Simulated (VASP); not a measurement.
# Cu (P6_3/mmc) in VASP: vibrations by perturbation theory with PBE

Aim: the vibrations by perturbation theory of Cu with PBE.

All numbers are computed with VASP 6.6.1; they aren't measurements. Logs are shortened: lines on timing, memory, paths and dates and some standing lists are left out, and cuts for length are marked.

## Step 1: The cell of the first run

It takes space group P6_3/mmc (No. 194, hexagonal). The conventional cell has a = 2.581 Å, b = 2.581 Å, c = 4.235 Å, α = 90.00°, β = 90.00°, γ = 120.00°. Within 3.4 Å of Cu (site symmetry -6m2) lie 12 Cu at 2.58 to 2.59 Å.

This isn't the form of Cu at room conditions, which is fcc.

## Step 2: Vibrations by perturbation theory, PBE (12.22 Å³/atom)

File INCAR:

```
PREC = Accurate
ENCUT = 520
EDIFF = 1E-8
ISMEAR = -1
SIGMA = 0.15
LREAL = False
LASPH = True
NELM = 100
ALGO = Normal
ISIF = 2
LWAVE = False
LCHARG = False
GGA = PE
IBRION = 8
NSW = 1
```

File KPOINTS:

```
regular mesh
0
Gamma
  18 18 10
```

File POSCAR:

```
Cu
1.0
    2.5811948298      0.0000000000      0.0000000000
   -1.2905974149      2.2353802947      0.0000000000
    0.0000000000      0.0000000000      4.2349745890
Cu
2
Direct
    0.3333333333      0.6666666667      0.2500000000
    0.6666666667      0.3333333333      0.7500000000
```

Potentials or basis: VASP PAW PBE potentials, release 64 (Cu).

Started as:

```
> cat potpaw_PBE.64/Cu/POTCAR > POTCAR
> mpirun -np 1 vasp_std > vasp.out
```

OUTCAR:

```text
PREC = Accurate
   ENCUT = 520
   EDIFF = 1E-8
   ISMEAR = -1
   LREAL = False
   LASPH = True
   NELM = 100
   ISIF = 2
   GGA = PE
   IBRION = 8
   NSW = 1

 ion  position               nearest neighbor table
   1  0.333  0.667  0.250-   2 2.59   2 2.59   2 2.59   2 2.59   2 2.59   2 2.59
   2  0.667  0.333  0.750-   1 2.59   1 2.59   1 2.59   1 2.59   1 2.59   1 2.59

  LATTYP: Found a hexagonal cell.
 ALAT       =     2.5811948298
 C/A-ratio  =     1.6407031891

  Lattice vectors:

 A1 = (   2.5811948298,   0.0000000000,   0.0000000000)
 A2 = (  -1.2905974149,   2.2353802947,   0.0000000000)
 A3 = (   0.0000000000,   0.0000000000,   4.2349745890)

Analysis of symmetry for initial positions (statically):
=====================================================================
 Subroutine PRICEL returns:
 Original cell was already a primitive cell.

 Routine SETGRP: Setting up the symmetry group for a
 hexagonal supercell.

 Subroutine GETGRP returns: Found 24 space group operations
 (whereof 12 operations were pure point group operations)
 out of a pool of 24 trial point group operations.

The static configuration has the point symmetry D_3d.
 The point group associated with its full space group is D_6h.

Analysis of symmetry for dynamics (positions and initial velocities):
=====================================================================
 Subroutine PRICEL returns:
 Original cell was already a primitive cell.

 Routine SETGRP: Setting up the symmetry group for a
 hexagonal supercell.

 Subroutine GETGRP returns: Found 24 space group operations
 (whereof 12 operations were pure point group operations)
 out of a pool of 24 trial point group operations.

The dynamic configuration has the point symmetry D_3d.
 The point group associated with its full space group is D_6h.

 Subroutine INISYM returns: Found 24 space group operations
 (whereof 12 operations are pure point group operations),
 and found     1 'primitive' translations

----------------------------------------------------------------------------------------
[... 595 lines left out ...]
 -----------------------------------------------------------------------------
  energy-cutoff  :      520.00
  volume of cell :       24.44
      direct lattice vectors                 reciprocal lattice vectors
     2.581194830  0.000000000  0.000000000     0.387417481  0.223675587  0.000000000
    -1.290597415  2.235380295  0.000000000     0.000000000  0.447351174  0.000000000
     0.000000000  0.000000000  4.234974589     0.000000000  0.000000000  0.236128926

 POSITION                                       TOTAL-FORCE (eV/Angst)
 -----------------------------------------------------------------------------------
     -0.00000      1.49025      1.05874         0.000000     -0.000000     -0.000000
      1.29060      0.74513      3.17623        -0.000000      0.000000      0.000000
 -----------------------------------------------------------------------------------
    total drift:                               -0.000000      0.000000     -0.000000

  FREE ENERGIE OF THE ION-ELECTRON SYSTEM (eV)
  ---------------------------------------------------
  free  energy   TOTEN  =        -7.4608773888 eV

  energy  without entropy=       -7.4109424199  energy(sigma->0) =       -7.43590990

[... ionic steps 2 to 3 ...]

--------------------------------------- Ionic step        4  -------------------------------------------

------------------------ aborting loop because EDIFF is reached ----------------------------------------

[... ionic steps 5 to 5 ...]

--------------------------------------- Ionic step        6  -------------------------------------------

 Free energy of the ion-electron system (eV)
  ---------------------------------------------------
  ---------------------------------------------------
  free energy    TOTEN  =        -0.25014321 eV

  energy without entropy =       -0.25014320

------------------------ aborting loop because EDIFF is reached ----------------------------------------

 INTERNAL STRAIN TENSOR  FOR ION    1  DIRECTION 3   (eV/Angst):
 -----------------------------------------------------------------------------
     0.00022  0.00000  0.00000
    -0.00000  0.00022 -0.00000
     0.00000  0.00000  0.01089

 INTERNAL STRAIN TENSOR FOR ION    2 for displacements in x,y,z  (eV/Angst):
          X           Y           Z          XY          YZ          ZX
  --------------------------------------------------------------------------------
  x     0.00000     0.00000     0.00000     1.37731     0.00000     0.00000
  y     1.37731    -1.37731     0.00000     0.00000     0.00000     0.00000
  z     0.00000    -0.00000     0.00000     0.00000     0.00000     0.00000

 SECOND DERIVATIVES (NOT SYMMETRIZED)
 ------------------------------------
               1X          1Y          1Z          2X          2Y          2Z
  1X    -1.202691    0.000000    0.000000    1.202691    0.000000    0.000000
  1Y     0.000000   -1.202691    0.000000    0.000000    1.202691    0.000000
  1Z    -0.000000    0.000000   -6.148442    0.000000    0.000000    6.148442
  2X     1.202691    0.000000    0.000000   -1.202691    0.000000    0.000000
  2Y     0.000000    1.202691    0.000000    0.000000   -1.202691    0.000000
  2Z     0.000000    0.000000    6.148442   -0.000000    0.000000   -6.148442

 Eigenvectors and eigenvalues of the dynamical matrix
 ----------------------------------------------------

   1 f  =    6.877081 THz    43.209976 2PiTHz  229.394740 cm-1    28.441310 meV
             X         Y         Z           dx          dy          dz
     -0.000000  1.490254  1.058744     0.000000    0.000000    0.707107
      1.290597  0.745127  3.176231    -0.000000    0.000000   -0.707107
[... 21 lines left out ...]
   6 f  =    0.000000 THz     0.000000 2PiTHz    0.000001 cm-1     0.000000 meV
             X         Y         Z           dx          dy          dz
     -0.000000  1.490254  1.058744     0.707078   -0.004433    0.004631
      1.290597  0.745127  3.176231     0.707078   -0.004433    0.004631

--------------------------------------------------------------------------------------------------------

 ELASTIC MODULI CONTR FROM IONIC RELAXATION (kBar)
 Direction    XX          YY          ZZ          XY          YZ          ZX
 --------------------------------------------------------------------------------
 XX        -103.4177    103.4177     -0.0000      0.0000     -0.0000      0.0000
 YY         103.4177   -103.4177      0.0000     -0.0000      0.0000      0.0000
 ZZ          -0.0000      0.0000     -0.0000     -0.0000     -0.0000      0.0000
 XY           0.0000     -0.0000     -0.0000   -103.4177     -0.0000      0.0000
 YZ          -0.0000      0.0000     -0.0000     -0.0000     -0.0000      0.0000
 ZX           0.0000      0.0000      0.0000      0.0000      0.0000      0.0000
 --------------------------------------------------------------------------------
```

OSZICAR:

```text
N       E                     dE             d eps       ncg     rms          rms(c)
DAV:   1     0.120923192812E+03    0.12092E+03   -0.10840E+04  6964   0.260E+03
DAV:   2    -0.510457004929E+01   -0.12603E+03   -0.12175E+03  6667   0.318E+02
[... 47 lines left out ...]
RMM:  11    -0.250143189052E+00    0.18473E-05   -0.17816E-07 14149   0.320E-04    0.187E-05
RMM:  12    -0.250143079490E+00    0.10956E-06    0.18599E-08 16825   0.154E-04    0.974E-06
RMM:  13    -0.250143102615E+00   -0.23124E-07   -0.12242E-08 16617   0.462E-05    0.800E-06
RMM:  14    -0.250143180506E+00   -0.77891E-07    0.11221E-08 15578   0.350E-05    0.348E-06
RMM:  15    -0.250143208885E+00   -0.28379E-07   -0.25425E-09 13991   0.335E-05    0.812E-07
RMM:  16    -0.250143205397E+00    0.34878E-08   -0.22292E-09 15673   0.281E-05    0.478E-07
 Linear response finished
```

Run time: 13 min. Hardware: 1 thread of Intel Xeon 8259CL, shared host; peak memory 0.73 GiB.

Results:

```
Highest phonon frequency at Γ : 229 cm⁻¹
```

Phonon frequencies in cm⁻¹ (negative: imaginary):
```tsv
q point	frequencies
(0.000, 0.000, 0.000)	0 0 0 101 101 229
```

Caveat: the cell stands under pressure or tension, which shifts response properties.
